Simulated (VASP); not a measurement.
# SiO2 (P6_422) in VASP: a series of runs

SiO2 is run at these levels: PBE, r2SCAN; tasks: single point, relaxation of cell and atoms.

Program: VASP 6.6.1. These are calculated values, not measurements. Logs are shortened: lines on timing, memory, paths and dates and some standing lists are left out, and cuts for length are marked.

## Step 1: The cell of the first run

Symmetry: P6_422, No. 181, hexagonal system. Conventional cell: a = 5.059 Å, b = 5.059 Å, c = 5.541 Å, α = 90.00°, β = 90.00°, γ = 120.00°. Within 2.1 Å of Si (site symmetry 222) lie 4 O at 1.61 Å. Within 2.1 Å of O (site symmetry 2) lie 2 Si at 1.61 Å.

## Step 2: Single point, PBE

The input, INCAR:

```
ALGO     = Normal         # electronic algorithm
EDIFF    = 1E-6           # SCF threshold, eV
ENCUT    = 520            # plane-wave cutoff, eV
GGA      = PE             # functional
ISIF     = 2              # what is computed and relaxed
ISMEAR   = -1             # smearing method
LASPH    = True           # aspherical terms in the spheres
LCHARG   = False          # write CHGCAR
LREAL    = False          # projectors in reciprocal space
LWAVE    = False          # write WAVECAR
NBANDS   = 34             # bands
NELM     = 60             # most SCF steps
PREC     = Accurate       # precision mode
SIGMA    = 0.02           # smearing width, eV
```

The input, KPOINTS:

```
k-points
0
Gamma
  6 6 6
```

The input, POSCAR:

```
SiO2
1.0
    5.0590592445      0.0000000000      0.0000000000
   -2.5295296222      4.3812738250      0.0000000000
    0.0000000000      0.0000000000      5.5410346965
Si O
3 6
Direct
    0.0000000000      0.5000000000      0.3333333333
    0.5000000000      0.5000000000      0.6666666667
    0.5000000000      0.0000000000      0.0000000000
    0.5835190207      0.7917595104      0.8333333333
    0.7917595104      0.5835190207      0.5000000000
    0.7917595104      0.2082404896      0.1666666667
    0.4164809793      0.2082404896      0.8333333333
    0.2082404896      0.4164809793      0.5000000000
    0.2082404896      0.7917595104      0.1666666667
```

Potentials or basis: VASP PAW PBE potentials, release 64 (Si, O).

Command:

```bash
> cat potpaw_PBE.64/Si/POTCAR potpaw_PBE.64/O/POTCAR > POTCAR
> mpirun -np 1 vasp_std > vasp.out
```

OUTCAR:

```text
EDIFF = 1E-6
   ENCUT = 520
   GGA = PE
   ISIF = 2
   ISMEAR = -1
   LASPH = True
   LREAL = False
   NELM = 60
   PREC = Accurate

 ion  position               nearest neighbor table
   1  0.000  0.500  0.333-   6 1.61   9 1.61   8 1.61   5 1.61   3 3.13   3 3.13   2 3.13   2 3.13

   2  0.500  0.500  0.667-   4 1.61   7 1.61   5 1.61   8 1.61   3 3.13   3 3.13   1 3.13   1 3.13

   3  0.500  0.000  0.000-   4 1.61   7 1.61   6 1.61   9 1.61   2 3.13   2 3.13   1 3.13   1 3.13

   4  0.584  0.792  0.833-   3 1.61   2 1.61
   5  0.792  0.584  0.500-   1 1.61   2 1.61
   6  0.792  0.208  0.167-   1 1.61   3 1.61
   7  0.416  0.208  0.833-   3 1.61   2 1.61
   8  0.208  0.416  0.500-   1 1.61   2 1.61
   9  0.208  0.792  0.167-   1 1.61   3 1.61

  LATTYP: Found a hexagonal cell.
 ALAT       =     5.0590592445
 C/A-ratio  =     1.0952697782

  Lattice vectors:

 A1 = (   5.0590592445,   0.0000000000,   0.0000000000)
 A2 = (  -2.5295296222,   4.3812738250,   0.0000000000)
 A3 = (   0.0000000000,   0.0000000000,   5.5410346965)

Analysis of symmetry for initial positions (statically):
=====================================================================
 Subroutine PRICEL returns:
 Original cell was already a primitive cell.

 Routine SETGRP: Setting up the symmetry group for a
 hexagonal supercell.

 Subroutine GETGRP returns: Found 12 space group operations
 (whereof  4 operations were pure point group operations)
 out of a pool of 24 trial point group operations.

The static configuration has the point symmetry D_2 .
 The point group associated with its full space group is D_6 .

Analysis of symmetry for dynamics (positions and initial velocities):
=====================================================================
 Subroutine PRICEL returns:
 Original cell was already a primitive cell.

 Routine SETGRP: Setting up the symmetry group for a
 hexagonal supercell.

 Subroutine GETGRP returns: Found 12 space group operations
 (whereof  4 operations were pure point group operations)
 out of a pool of 24 trial point group operations.

The dynamic configuration has the point symmetry D_2 .
 The point group associated with its full space group is D_6 .

 Subroutine INISYM returns: Found 12 space group operations
 (whereof  4 operations are pure point group operations),
 and found     1 'primitive' translations

----------------------------------------------------------------------------------------

                                     Primitive cell

  volume of cell :     122.8177

  direct lattice vectors                    reciprocal lattice vectors
     5.059059245  0.000000000  0.000000000     0.197665208  0.114122061  0.000000000
    -2.529529622  4.381273825  0.000000000     0.000000000  0.228244123  0.000000000
     0.000000000  0.000000000  5.541034696     0.000000000  0.000000000  0.180471709

  length of vectors
     5.059059245  5.059059244  5.541034696     0.228244123  0.228244123  0.180471709

  position of ions in fractional coordinates (direct lattice)
     0.000000000  0.500000000  0.333333333
     0.500000000  0.500000000  0.666666667
     0.500000000  0.000000000  0.000000000
     0.583519021  0.791759510  0.833333333
     0.791759510  0.583519021  0.500000000
     0.791759510  0.208240490  0.166666667
     0.416480979  0.208240490  0.833333333
     0.208240490  0.416480979  0.500000000
     0.208240490  0.791759510  0.166666667

  ion indices of the primitive-cell ions
   primitive index   ion index
                 1           1
                 2           2
                 3           3
                 4           4
                 5           5
                 6           6
                 7           7
                 8           8
                 9           9

----------------------------------------------------------------------------------------

 KPOINTS: k-points

Automatic generation of k-mesh.
 Grid dimensions read from file:
 generate k-points for:    6    6    6

 Generating k-lattice:

  Cartesian coordinates                     Fractional coordinates (reciprocal lattice)
     0.032944201  0.019020344  0.000000000     0.166666667  0.000000000  0.000000000
     0.000000000  0.038040687  0.000000000     0.000000000  0.166666667  0.000000000
     0.000000000  0.000000000  0.030078618     0.000000000  0.000000000  0.166666667

  Length of vectors
     0.038040687  0.038040687  0.030078618

  Shift w.r.t. Gamma in fractional coordinates (k-lattice)
     0.000000000  0.000000000  0.000000000

 Subroutine IBZKPT returns following result:
 ===========================================

 Found     28 irreducible k-points:

 Following reciprocal coordinates:
            Coordinates               Weight
  0.000000  0.000000  0.000000      1.000000
  0.166667 -0.000000  0.000000      6.000000
  0.333333 -0.000000  0.000000      6.000000
  0.500000  0.000000  0.000000      3.000000
  0.166667  0.166667  0.000000      6.000000
  0.333333  0.166667  0.000000     12.000000
[... 16 lines left out ...]
  0.166667 -0.000000  0.500000      6.000000
  0.333333 -0.000000  0.500000      6.000000
 [... further k-points ...]
   k-points           NKPTS =     28   k-points in BZ     NKDIM =     28   number of bands    NBANDS=     34
   number of dos      NEDOS =    301   number of ions     NIONS =      9
   total plane-waves  NPLWV =  67200
   dimension x,y,z NGX =    40 NGY =   40 NGZ =   42
   dimension x,y,z NGXF=    80 NGYF=   80 NGZF=   84
   ions per type =               3   6
   NGX,Y,Z   is equivalent  to a cutoff of  13.14, 13.14, 12.60 a.u.
   NGXF,Y,Z  is equivalent  to a cutoff of  26.29, 26.29, 25.20 a.u.
 SYSTEM =  unknown system
   PREC   = accura    normal or accurate (medium, high low for compatibility)
   ISTART =      0    job   : 0-new  1-cont  2-samecut
   ICHARG =      2    charge: 1-file 2-atom 10-const
   ISPIN  =      1    spin polarized calculation?
   LNONCOLLINEAR =      F non collinear calculations
   LSORBIT =      F    spin-orbit coupling
   LASPH  =      T    aspherical Exc in radial PAW
   ENCUT  =  520.0 eV  38.22 Ry    6.18 a.u.   9.41  9.41 10.30*2*pi/ulx,y,z
   NELM   =     60;   NELMIN=  2; NELMDL= -5     # of ELM steps
   EDIFF  = 0.1E-05   stopping-criterion for ELM
   LREAL  =      F    real-space projection
   EDIFFG = 0.1E-04   stopping-criterion for IOM
   NSW    =      0    number of steps for IOM
   IBRION =     -1    ionic relax: 0-MD 1-quasi-New 2-CG
   NFREE  =      0    steps in history (QN), initial steepest desc. (CG)
   ISIF   =      2    stress and relaxation
   ISYM   =      2    0-nonsym 1-usesym 2-fastsym
   POTIM  = 0.5000    time-step for ionic-motion
   TEBEG  =    0.0;   TEEND  =   0.0 temperature during run
   PSTRESS=    0.0 pullay stress
   NELECT =      48.0000    total number of electrons
   NUPDOWN=      -1.0000    fix difference up-down
   EMIN   =  10.00;   EMAX   =-10.00  energy-range for DOS
   EFERMI =   0.00;   METHOD = LEGACY
   ISMEAR =    -1;   SIGMA  =   0.02  broadening in eV -4-tet -1-fermi 0-gaus
   EFERMI_NEDOS =   21; number of points for ismear=-14 and -15
   IALGO  =     38    algorithm
   IMIX   =      4    mixing-type and parameters
     AMIX     =   0.40;   BMIX     =  1.00
     AMIX_MAG =   1.60;   BMIX_MAG =  1.00
  volume/ion in A,a.u.               =      13.65        92.09
  Fermi-wavevector in a.u.,A,eV,Ry     =   1.196929  2.261867 19.492223  1.432638
  Thomas-Fermi vector in A             =   2.332856
   LORBIT       =      0    0 simple, 1 ext, 2 COOP (PROOUT), +10 PAW based schemes
   GGA     = PE    functional components
   LHFCALC =     F    Hartree Fock is set to
   AEXX    =    0.0000 exact exchange contribution
   IVDW    =     0    specifies the selected vdW correction
   LEPSILON=     F    determine dielectric tensor
   LRPA    =     F    only Hartree local field effects (RPA)
 non-spin polarized calculation
  energy-cutoff  :      520.00
  volume of cell :      122.82
 maximum number of plane-waves:      3344
 NGX is ok and might be reduce to    40
   NGX = 19   NGY = 19   NGZ = 21

 number of electron      47.9999975 magnetization

 Free energy of the ion-electron system (eV)
  ---------------------------------------------------
  ext. energy  EPLUGINS =         0.00000000
  ---------------------------------------------------
  free energy    TOTEN  =       -71.06996852 eV

  energy without entropy =      -71.06996852  energy(sigma->0) =      -71.06996852

 E-fermi :   0.9731     XC(G=0):  -8.7179

 val. band max:        0.5295681396   @ k =   0.5000   0.0000   0.0000
 cond. band min:       6.2482920284   @ k =   0.0000   0.0000   0.0000
 fundamental gap:      5.7187238888
 Fermi energy:         0.9730973052

 k-point     1 :       0.0000    0.0000    0.0000
  band No.  band energies     occupation
      1     -18.9005      2.00000
      2     -17.4412      2.00000
      3     -17.4412      2.00000
      4     -16.8397      2.00000
      5     -16.7955      2.00000
      6     -16.7955      2.00000
[... 26 lines left out ...]
     33      13.6848      0.00000
     34      13.6866      0.00000

 k-point     2 :       0.1667   -0.0000    0.0000
  band No.  band energies     occupation
      1     -18.8263      2.00000
      2     -17.5433      2.00000
      3     -17.4359      2.00000
      4     -16.8387      2.00000
      5     -16.8055      2.00000
      6     -16.8020      2.00000
[... 26 lines left out ...]
     33      13.4829      0.00000
     34      13.8700      0.00000
[... 775 lines left out ...]
     33      12.3690      0.00000
     34      12.5962      0.00000

 k-point    24 :       0.3333   -0.0000    0.5000
  band No.  band energies     occupation
      1     -18.4280      2.00000
      2     -18.1750      2.00000
      3     -17.2594      2.00000
      4     -16.8374      2.00000
      5     -16.8190      2.00000
      6     -16.8031      2.00000
[... 26 lines left out ...]
     33      12.2613      0.00000
     34      12.4699      0.00000

 [... further k-points ...]

------------------------ aborting loop because EDIFF is reached ----------------------------------------

  FORCE on cell =-STRESS in cart. coord.  units (eV):
  Direction    XX          YY          ZZ          XY          YZ          ZX
  --------------------------------------------------------------------------------------
  -------------------------------------------------------------------------------------
  Total        3.8525500      3.8525500      3.8368263      0.0000000      0.0000000     -0.0000000
  in kB       50.2571468     50.2571468     50.0520286      0.0000000      0.0000000     -0.0000000
  external PRESSURE =      50.1887740 kB  Pullay stress =       0.0000000 kB

 VOLUME and BASIS-vectors are now :
 -----------------------------------------------------------------------------
  energy-cutoff  :      520.00
  volume of cell :      122.82
      direct lattice vectors                 reciprocal lattice vectors
     5.059059245  0.000000000  0.000000000     0.197665208  0.114122061  0.000000000
    -2.529529622  4.381273825  0.000000000     0.000000000  0.228244123  0.000000000
     0.000000000  0.000000000  5.541034696     0.000000000  0.000000000  0.180471709

 POSITION                                       TOTAL-FORCE (eV/Angst)
 -----------------------------------------------------------------------------------
     -1.26476      2.19064      1.84701         0.000000     -0.000000      0.000000
      1.26476      2.19064      3.69402         0.000000     -0.000000      0.000000
      2.52953      0.00000      0.00000         0.000000     -0.000000     -0.000000
      0.94928      3.46892      4.61753         0.179904      0.103868     -0.000000
      2.52953      2.55656      2.77052         0.000000      0.207736     -0.000000
      3.47881      0.91236      0.92351         0.179904     -0.103868      0.000000
      1.58025      0.91236      4.61753        -0.179904     -0.103868     -0.000000
     -0.00000      1.82472      2.77052        -0.000000     -0.207736      0.000000
     -0.94928      3.46892      0.92351        -0.179904      0.103868      0.000000
 -----------------------------------------------------------------------------------
    total drift:                                0.000000     -0.000000     -0.000001

  FREE ENERGIE OF THE ION-ELECTRON SYSTEM (eV)
  ---------------------------------------------------
  free  energy   TOTEN  =       -71.0699685217 eV

  energy  without entropy=      -71.0699685217  energy(sigma->0) =      -71.06996852
```

Run time: 58 s. Hardware: 1 thread of Intel Xeon 6975P-C (Granite Rapids), shared host; peak memory 0.28 GiB.

What came out:

- Free energy: -71.0700 eV
- Pressure: 5.0 GPa
- Largest force: 0.208 eV/Å
- Band gap on the k mesh: 5.72 eV (least direct gap 5.91 eV)

Forces on the atoms (eV/Å):
```
Si   0.000  0.000  0.000
Si   0.000  0.000  0.000
Si   0.000  0.000  0.000
O    0.180  0.104  0.000
O    0.000  0.208  0.000
O    0.180 -0.104  0.000
O   -0.180 -0.104  0.000
O    0.000 -0.208  0.000
O   -0.180  0.104  0.000
```

Caveat: the cell stands under pressure. A k mesh can miss the band edges.

## Step 3: Single point, r2SCAN

POSCAR is that of step 2.

The input, INCAR.step1:

```
SYSTEM = SiO2
ALGO = Normal
EDIFF = 1E-4
ENCUT = 520
GGA = PE
ISMEAR = -1
LASPH = .TRUE.
LCHARG = .FALSE.
LREAL = .FALSE.
LWAVE = .TRUE.
NBANDS = 34
NELM = 80
PREC = Accurate
SIGMA = 0.02
```

The input, INCAR.step2:

```
SYSTEM = SiO2
ALGO = Normal
EDIFF = 1E-7
ENCUT = 520
ISIF = 2
ISMEAR = -1
ISTART = 1
LASPH = .TRUE.
LCHARG = .TRUE.
LELF = .TRUE.
LMIXTAU = .TRUE.
LREAL = .FALSE.
LVHAR = .TRUE.
LWAVE = .FALSE.
METAGGA = R2SCAN
NBANDS = 34
NELM = 80
PREC = Accurate
SIGMA = 0.02
```

The input, KPOINTS:

```
k-points
0
G
  6 6 4
  0 0 0
```

Potentials or basis: VASP PAW PBE potentials, release 64 (Si, O).

Command:

```bash
> cat potpaw_PBE.64/Si/POTCAR potpaw_PBE.64/O/POTCAR > POTCAR
> cp INCAR.step1 INCAR
> mpirun -np 1 vasp_std > vasp.out
> cp INCAR.step2 INCAR
> mpirun -np 1 vasp_std > vasp.out
```

Wall time 2.8 min (1 thread of Intel Xeon 6975P-C (Granite Rapids), shared host); peak memory 0.28 GiB.

The run converged. Its results:

| Quantity | Value |
| --- | --- |
| Free energy | -89.3558 eV |
| Pressure | 0.2 GPa |
| Largest force | 0.011 eV/Å |
| Band gap on the k mesh | 6.30 eV (least direct gap 6.49 eV) |

Forces in eV/Å, atoms in the order of the input:
```
Si   0.000  0.000  0.000
Si   0.000  0.000  0.000
Si   0.000  0.000  0.000
O   -0.010 -0.006  0.000
O    0.000 -0.011  0.000
O   -0.010  0.006  0.000
O    0.010  0.006  0.000
O    0.000  0.011  0.000
O    0.010 -0.006  0.000
```

Levels at points of the mesh, in eV from the valence-band top:
```csv
k point,band 22,band 23,band 24,band 25,band 26,band 27
"(0.00, 0.00, 0.00)",-0.46,-0.46,-0.19,6.30,9.74,9.74
"(0.50, 0.00, 0.00)",-1.02,-0.35,0.00,8.41,9.27,10.39
"(0.00, 0.00, 0.50)",-0.29,0.00,0.00,8.17,8.17,9.24
"(0.50, 0.00, 0.50)",-0.73,-0.70,-0.34,9.51,9.90,10.00
```

Caveat: the PAW data sets were made with another functional, which shifts forces and pressure a little.

## Step 4: Single point, r2SCAN

POSCAR is that of step 3.

The input, INCAR.step1:

```
SYSTEM = SiO2
PREC = Accurate
ENCUT = 520
ISMEAR = 0
SIGMA = 0.01
LREAL = .FALSE.
LASPH = .TRUE.
NELM = 60
NBANDS = 34
GGA = PE
ALGO = Normal
EDIFF = 1E-4
LWAVE = .TRUE.
LCHARG = .FALSE.
```

The input, INCAR.step2:

```
SYSTEM = SiO2
PREC = Accurate
ENCUT = 520
EDIFF = 1E-6
ISMEAR = 0
SIGMA = 0.01
LREAL = .FALSE.
LASPH = .TRUE.
NELM = 60
ALGO = Normal
ISIF = 2
LWAVE = .FALSE.
LCHARG = .FALSE.
METAGGA = R2SCAN
LMIXTAU = .TRUE.
NBANDS = 34
ISTART = 1
```

The input, KPOINTS:

```
regular mesh
0
G
  6 6 6
  0 0 0
```

Command:

```bash
> cat potpaw_PBE.64/Si/POTCAR potpaw_PBE.64/O/POTCAR > POTCAR
> cp INCAR.step1 INCAR
> mpirun -np 1 vasp_std > vasp.out
> cp INCAR.step2 INCAR
> mpirun -np 1 vasp_std > vasp.out
```

It took 3.3 min on 1 thread of Intel Xeon 6975P-C (Granite Rapids), shared host; peak memory 0.31 GiB.

Results (log left out):

```
Free energy            : -89.3558 eV
Pressure               : 0.2 GPa
Largest force          : 0.011 eV/Å
Band gap on the k mesh : 6.30 eV (least direct gap 6.49 eV)
```

Forces on the atoms (eV/Å):
```
Si   0.000  0.000  0.000
Si   0.000  0.000  0.000
Si   0.000  0.000  0.000
O   -0.010 -0.006  0.000
O    0.000 -0.011  0.000
O   -0.010  0.006  0.000
O    0.010  0.006  0.000
O    0.000  0.011  0.000
O    0.010 -0.006  0.000
```

Levels at points of the mesh, in eV from the valence-band top:
| k point | band 22 | band 23 | band 24 | band 25 | band 26 | band 27 |
| --- | --- | --- | --- | --- | --- | --- |
| (0.00, 0.00, 0.00) | -0.46 | -0.46 | -0.19 | 6.30 | 9.74 | 9.74 |
| (0.50, 0.00, 0.00) | -1.02 | -0.35 | 0.00 | 8.41 | 9.27 | 10.39 |
| (0.00, 0.00, 0.50) | -0.29 | 0.00 | 0.00 | 8.17 | 8.17 | 9.24 |
| (0.50, 0.00, 0.50) | -0.73 | -0.70 | -0.34 | 9.51 | 9.90 | 10.00 |

Caveat: the PAW data sets were made with another functional, which shifts forces and pressure a little. A k mesh can miss the band edges.

[end of part 1 of 2]
